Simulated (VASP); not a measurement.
# Cu (Fm-3m) in VASP: single point with PBE

Aim: the single point of Cu with PBE.

All numbers are computed with VASP 6.6.1; they aren't measurements. Logs are shortened: lines on timing, memory, paths and dates and some standing lists are left out, and cuts for length are marked.

### 1 The cell of the first run

Symmetry: Fm-3m, No. 225, cubic system. The conventional cell has a = 3.630 Å, b = 3.630 Å, c = 3.630 Å, α = 90.00°, β = 90.00°, γ = 90.00°. Within 3.4 Å of Cu (site symmetry m-3m) lie 12 Cu at 2.57 Å.

### 2 Single point, PBE

INCAR reads:

```
PREC = Accurate ; ENCUT = 520
EDIFF = 1E-7 ; ISMEAR = 0
SIGMA = 0.1 ; LREAL = F
LASPH = T ; NELM = 80
ALGO = Normal ; ISIF = 2
LWAVE = F ; LCHARG = F
GGA = PE ; NBANDS = 12
```

KPOINTS reads:

```
regular mesh
0
Gamma
  20 20 20
```

POSCAR reads:

```
Cu
1.0
    0.0000000000      1.8148741491      1.8148741491
    1.8148741491      0.0000000000      1.8148741491
    1.8148741491      1.8148741491      0.0000000000
Cu
1
Direct
    0.0000000000      0.0000000000      0.0000000000
```

Potentials or basis: VASP PAW PBE potentials, release 64 (Cu).

Run with:

```bash
> cat potpaw_PBE.64/Cu/POTCAR > POTCAR
> mpirun -np 1 vasp_std > vasp.out
```

OUTCAR:

```text
PREC = Accurate
   ENCUT = 520
   EDIFF = 1E-7
   ISMEAR = 0
   LREAL = F
   LASPH = T
   NELM = 80
   ISIF = 2
   GGA = PE

 ion  position               nearest neighbor table
   1  0.000  0.000  0.000-

  LATTYP: Found a face centered cubic cell.
 ALAT       =     3.6297482982

  Lattice vectors:

 A1 = (   0.0000000000,   1.8148741491,   1.8148741491)
 A2 = (   1.8148741491,   0.0000000000,   1.8148741491)
 A3 = (   1.8148741491,   1.8148741491,   0.0000000000)

Analysis of symmetry for initial positions (statically):
=====================================================================
 Subroutine PRICEL returns:
 Original cell was already a primitive cell.

 Routine SETGRP: Setting up the symmetry group for a
 face centered cubic supercell.

 Subroutine GETGRP returns: Found 48 space group operations
 (whereof 48 operations were pure point group operations)
 out of a pool of 48 trial point group operations.

The static configuration has the point symmetry O_h .

Analysis of symmetry for dynamics (positions and initial velocities):
=====================================================================
 Subroutine PRICEL returns:
 Original cell was already a primitive cell.

 Routine SETGRP: Setting up the symmetry group for a
 face centered cubic supercell.

 Subroutine GETGRP returns: Found 48 space group operations
 (whereof 48 operations were pure point group operations)
 out of a pool of 48 trial point group operations.

The dynamic configuration has the point symmetry O_h .

 Subroutine INISYM returns: Found 48 space group operations
 (whereof 48 operations are pure point group operations),
 and found     1 'primitive' translations

----------------------------------------------------------------------------------------

                                     Primitive cell

  volume of cell :      11.9555

  direct lattice vectors                    reciprocal lattice vectors
     0.000000000  1.814874149  1.814874149    -0.275501197  0.275501197  0.275501197
     1.814874149  0.000000000  1.814874149     0.275501197 -0.275501197  0.275501197
     1.814874149  1.814874149  0.000000000     0.275501197  0.275501197 -0.275501197

  length of vectors
     2.566619636  2.566619636  2.566619636     0.477182070  0.477182070  0.477182070

  position of ions in fractional coordinates (direct lattice)
     0.000000000  0.000000000  0.000000000

  ion indices of the primitive-cell ions
   primitive index   ion index
                 1           1

----------------------------------------------------------------------------------------

 KPOINTS: regular mesh

Automatic generation of k-mesh.
 Grid dimensions read from file:
 generate k-points for:   20   20   20

 Generating k-lattice:

  Cartesian coordinates                     Fractional coordinates (reciprocal lattice)
    -0.013775060  0.013775060  0.013775060     0.050000000  0.000000000  0.000000000
     0.013775060 -0.013775060  0.013775060     0.000000000  0.050000000  0.000000000
     0.013775060  0.013775060 -0.013775060     0.000000000  0.000000000  0.050000000

  Length of vectors
     0.023859104  0.023859104  0.023859104

  Shift w.r.t. Gamma in fractional coordinates (k-lattice)
     0.000000000  0.000000000  0.000000000

 Subroutine IBZKPT returns following result:
 ===========================================

 Found    256 irreducible k-points:

 Following reciprocal coordinates:
            Coordinates               Weight
  0.000000  0.000000  0.000000      1.000000
  0.050000  0.000000  0.000000      8.000000
  0.100000  0.000000  0.000000      8.000000
  0.150000  0.000000  0.000000      8.000000
  0.200000  0.000000  0.000000      8.000000
  0.250000  0.000000  0.000000      8.000000
[... 16 lines left out ...]
 -0.400000  0.050000  0.000000     24.000000
 -0.350000  0.050000  0.000000     24.000000
 [... further k-points ...]
   k-points           NKPTS =    256   k-points in BZ     NKDIM =    256   number of bands    NBANDS=     12
   number of dos      NEDOS =    301   number of ions     NIONS =      1
   total plane-waves  NPLWV =   8000
   dimension x,y,z NGX =    20 NGY =   20 NGZ =   20
   dimension x,y,z NGXF=    40 NGYF=   40 NGZF=   40
   ions per type =               1
   NGX,Y,Z   is equivalent  to a cutoff of  12.95, 12.95, 12.95 a.u.
   NGXF,Y,Z  is equivalent  to a cutoff of  25.91, 25.91, 25.91 a.u.
 SYSTEM =  unknown system
   PREC   = accura    normal or accurate (medium, high low for compatibility)
   ISTART =      0    job   : 0-new  1-cont  2-samecut
   ICHARG =      2    charge: 1-file 2-atom 10-const
   ISPIN  =      1    spin polarized calculation?
   LNONCOLLINEAR =      F non collinear calculations
   LSORBIT =      F    spin-orbit coupling
   LASPH  =      T    aspherical Exc in radial PAW
   ENCUT  =  520.0 eV  38.22 Ry    6.18 a.u.   4.77  4.77  4.77*2*pi/ulx,y,z
   NELM   =     80;   NELMIN=  2; NELMDL= -5     # of ELM steps
   EDIFF  = 0.1E-06   stopping-criterion for ELM
   LREAL  =      F    real-space projection
   EDIFFG = 0.1E-05   stopping-criterion for IOM
   NSW    =      0    number of steps for IOM
   IBRION =     -1    ionic relax: 0-MD 1-quasi-New 2-CG
   NFREE  =      0    steps in history (QN), initial steepest desc. (CG)
   ISIF   =      2    stress and relaxation
   ISYM   =      2    0-nonsym 1-usesym 2-fastsym
   POTIM  = 0.5000    time-step for ionic-motion
   TEBEG  =    0.0;   TEEND  =   0.0 temperature during run
   PSTRESS=    0.0 pullay stress
   NELECT =      11.0000    total number of electrons
   NUPDOWN=      -1.0000    fix difference up-down
   EMIN   =  10.00;   EMAX   =-10.00  energy-range for DOS
   EFERMI =   0.00;   METHOD = LEGACY
   ISMEAR =     0;   SIGMA  =   0.10  broadening in eV -4-tet -1-fermi 0-gaus
   EFERMI_NEDOS =   21; number of points for ismear=-14 and -15
   IALGO  =     38    algorithm
   IMIX   =      4    mixing-type and parameters
     AMIX     =   0.40;   BMIX     =  1.00
     AMIX_MAG =   1.60;   BMIX_MAG =  1.00
  volume/ion in A,a.u.               =      11.96        80.68
  Fermi-wavevector in a.u.,A,eV,Ry     =   1.592267  3.008948 34.495041  2.535314
  Thomas-Fermi vector in A             =   2.690679
   LORBIT       =      0    0 simple, 1 ext, 2 COOP (PROOUT), +10 PAW based schemes
   GGA     = PE    functional components
   LHFCALC =     F    Hartree Fock is set to
   AEXX    =    0.0000 exact exchange contribution
   IVDW    =     0    specifies the selected vdW correction
   LEPSILON=     F    determine dielectric tensor
   LRPA    =     F    only Hartree local field effects (RPA)
 non-spin polarized calculation
 Gauss-broadening in eV      SIGMA  =   0.10
  energy-cutoff  :      520.00
  volume of cell :       11.96
 maximum number of plane-waves:       332
   NGX =  9   NGY =  9   NGZ =  9

 number of electron      10.9999997 magnetization

 Free energy of the ion-electron system (eV)
  ---------------------------------------------------
  ext. energy  EPLUGINS =         0.00000000
  ---------------------------------------------------
  free energy    TOTEN  =        -3.72940234 eV

  energy without entropy =       -3.72806886  energy(sigma->0) =       -3.72873560

 E-fermi :   7.4086     XC(G=0): -12.6549

 val. band max:        7.3898249881   @ k =   0.5000   0.2500   0.1000
 cond. band min:       7.4555806075   @ k =   0.5000   0.3500   0.1500
 fundamental gap:      0.0657556194
 Fermi energy:         7.4086416676

 k-point     1 :       0.0000    0.0000    0.0000
  band No.  band energies     occupation
      1      -1.8234      2.00000
      2       4.4469      2.00000
      3       4.4469      2.00000
      4       4.4469      2.00000
      5       5.2535      2.00000
      6       5.2535      2.00000
      7      29.9313      0.00000
      8      32.4810      0.00000
      9      32.4810      0.00000
     10      32.4810      0.00000
     11      34.9639      0.00000
     12      34.9639      0.00000

 k-point     2 :       0.0500    0.0000    0.0000
  band No.  band energies     occupation
      1      -1.7330      2.00000
      2       4.4278      2.00000
      3       4.4640      2.00000
      4       4.4640      2.00000
      5       5.2466      2.00000
      6       5.2466      2.00000
      7      29.4239      0.00000
      8      31.2699      0.00000
      9      32.1757      0.00000
     10      32.1757      0.00000
     11      35.3991      0.00000
     12      35.3991      0.00000

 k-point     3 :       0.1000    0.0000    0.0000
  band No.  band energies     occupation
      1      -1.4642      2.00000
      2       4.3749      2.00000
      3       4.5099      2.00000
      4       4.5099      2.00000
      5       5.2313      2.00000
      6       5.2313      2.00000
      7      27.3780      0.00000
      8      30.6475      0.00000
      9      31.5847      0.00000
     10      31.5847      0.00000
     11      36.3501      0.00000
     12      36.3501      0.00000

 k-point     4 :       0.1500    0.0000    0.0000
  band No.  band energies     occupation
      1      -1.0249      2.00000
      2       4.3014      2.00000
      3       4.5665      2.00000
      4       4.5665      2.00000
      5       5.2242      2.00000
      6       5.2242      2.00000
      7      24.8167      0.00000
      8      30.4198      0.00000
      9      30.9938      0.00000
     10      30.9938      0.00000
     11      36.8326      0.00000
     12      37.2785      0.00000

 k-point     5 :       0.2000    0.0000    0.0000
  band No.  band energies     occupation
      1      -0.4317      2.00000
      2       4.2304      2.00000
      3       4.6040      2.00000
      4       4.6040      2.00000
      5       5.2528      2.00000
      6       5.2528      2.00000
      7      22.2525      0.00000
      8      30.1514      0.00000
      9      30.4821      0.00000
     10      30.4821      0.00000
     11      36.7974      0.00000
     12      36.8974      0.00000

 k-point     6 :       0.2500    0.0000    0.0000
  band No.  band energies     occupation
      1       0.2820      2.00000
      2       4.2002      2.00000
      3       4.5999      2.00000
      4       4.5999      2.00000
      5       5.3350      2.00000
      6       5.3350      2.00000
      7      19.7794      0.00000
      8      29.7963      0.00000
      9      30.0688      0.00000
     10      30.0688      0.00000
     11      35.7262      0.00000
     12      35.7262      0.00000

 k-point     7 :       0.3000    0.0000    0.0000
  band No.  band energies     occupation
      1       1.0463      2.00000
      2       4.2792      2.00000
      3       4.5607      2.00000
      4       4.5607      2.00000
      5       5.4577      2.00000
      6       5.4577      2.00000
      7      17.4371      0.00000
      8      29.3952      0.00000
      9      29.7556      0.00000
     10      29.7556      0.00000
     11      34.6021      0.00000
     12      34.6021      0.00000

 k-point     8 :       0.3500    0.0000    0.0000
  band No.  band energies     occupation
      1       1.7267      2.00000
      2       4.5079      2.00000
      3       4.5079      2.00000
      4       4.5867      2.00000
      5       5.5906      2.00000
      6       5.5906      2.00000
      7      15.2635      0.00000
      8      29.0113      0.00000
      9      29.5374      0.00000
     10      29.5374      0.00000
     11      33.6576      0.00000
     12      33.6576      0.00000
[... 166 lines left out ...]
 k-point    20 :       0.4500    0.0500    0.0000
  band No.  band energies     occupation
      1       2.3790      2.00000
      2       4.4018      2.00000
      3       4.4668      2.00000
      4       5.2686      2.00000
      5       5.7942      2.00000
      6       6.2894      2.00000
      7      12.2807      0.00000
      8      27.9652      0.00000
      9      28.2562      0.00000
     10      29.0496      0.00000
     11      33.3047      0.00000
     12      33.7276      0.00000

 k-point    21 :       0.5000    0.0500    0.0000
  band No.  band energies     occupation
      1       2.4716      2.00000
      2       4.3841      2.00000
      3       4.4447      2.00000
      4       5.4785      2.00000
      5       5.8131      2.00000
      6       6.8162      2.00000
      7      11.2350      0.00000
      8      27.6564      0.00000
      9      28.5724      0.00000
     10      28.7937      0.00000
     11      33.1782      0.00000
     12      33.4045      0.00000

 k-point    22 :      -0.4500    0.0500    0.0000
  band No.  band energies     occupation
      1       2.4548      2.00000
      2       4.3919      2.00000
      3       4.4451      2.00000
      4       5.4618      2.00000
      5       5.7771      2.00000
      6       6.6895      2.00000
      7      11.4705      0.00000
      8      27.3564      0.00000
      9      28.8322      0.00000
     10      29.0573      0.00000
     11      32.8089      0.00000
     12      33.6462      0.00000

 k-point    23 :      -0.4000    0.0500    0.0000
  band No.  band energies     occupation
      1       2.3148      2.00000
      2       4.4234      2.00000
      3       4.4687      2.00000
      4       5.1668      2.00000
      5       5.6899      2.00000
      6       6.1568      2.00000
      7      12.8034      0.00000
      8      27.1548      0.00000
      9      29.0802      0.00000
     10      29.6871      0.00000
     11      32.6395      0.00000
     12      34.0091      0.00000

 k-point    24 :      -0.3500    0.0500    0.0000
  band No.  band energies     occupation
      1       1.9656      2.00000
      2       4.4729      2.00000
      3       4.5120      2.00000
      4       4.6480      2.00000
      5       5.5634      2.00000
      6       5.8421      2.00000
      7      14.6446      0.00000
      8      27.0882      0.00000
      9      29.4852      0.00000
     10      30.3949      0.00000
     11      32.7263      0.00000
     12      34.4474      0.00000

 [... further k-points ...]
[... 5 lines left out ...]
  --------------------------------------------------------------------------------------
  -------------------------------------------------------------------------------------
  Total        0.0401709      0.0401709      0.0401709      0.0000000      0.0000000     -0.0000000
  in kB        5.3833550      5.3833550      5.3833550      0.0000000      0.0000000     -0.0000000
  external PRESSURE =       5.3833550 kB  Pullay stress =       0.0000000 kB

 VOLUME and BASIS-vectors are now :
 -----------------------------------------------------------------------------
  energy-cutoff  :      520.00
  volume of cell :       11.96
      direct lattice vectors                 reciprocal lattice vectors
     0.000000000  1.814874149  1.814874149    -0.275501197  0.275501197  0.275501197
     1.814874149  0.000000000  1.814874149     0.275501197 -0.275501197  0.275501197
     1.814874149  1.814874149  0.000000000     0.275501197  0.275501197 -0.275501197

 POSITION                                       TOTAL-FORCE (eV/Angst)
 -----------------------------------------------------------------------------------
      0.00000      0.00000      0.00000        -0.000000     -0.000000     -0.000000
 -----------------------------------------------------------------------------------
    total drift:                                0.000000     -0.000000      0.000000

  FREE ENERGIE OF THE ION-ELECTRON SYSTEM (eV)
  ---------------------------------------------------
  free  energy   TOTEN  =        -3.7294023388 eV

  energy  without entropy=       -3.7280688564  energy(sigma->0) =       -3.72873560
```

Wall time 27 s (1 thread of Intel Xeon 6975P-C, shared host); peak memory 0.15 GiB.

What came out:

```
Free energy : -3.7294 eV
Pressure    : 0.5 GPa
```

Levels at points of the mesh, in eV from the Fermi level:
| k point | band 2 | band 3 | band 4 | band 5 | band 6 | band 7 | band 8 | band 9 | band 10 | band 11 |
| --- | --- | --- | --- | --- | --- | --- | --- | --- | --- | --- |
| (0.00, 0.00, 0.00) | -2.96 | -2.96 | -2.96 | -2.16 | -2.16 | 22.52 | 25.07 | 25.07 | 25.07 | 27.56 |
| (0.50, 0.00, 0.00) | -2.99 | -2.99 | -1.60 | -1.60 | -0.94 | 3.72 | 21.02 | 21.91 | 21.91 | 24.93 |
| (0.50, 0.50, 0.00) | -4.33 | -1.62 | -1.46 | -1.46 | 1.53 | 7.06 | 13.01 | 13.01 | 17.48 | 20.08 |
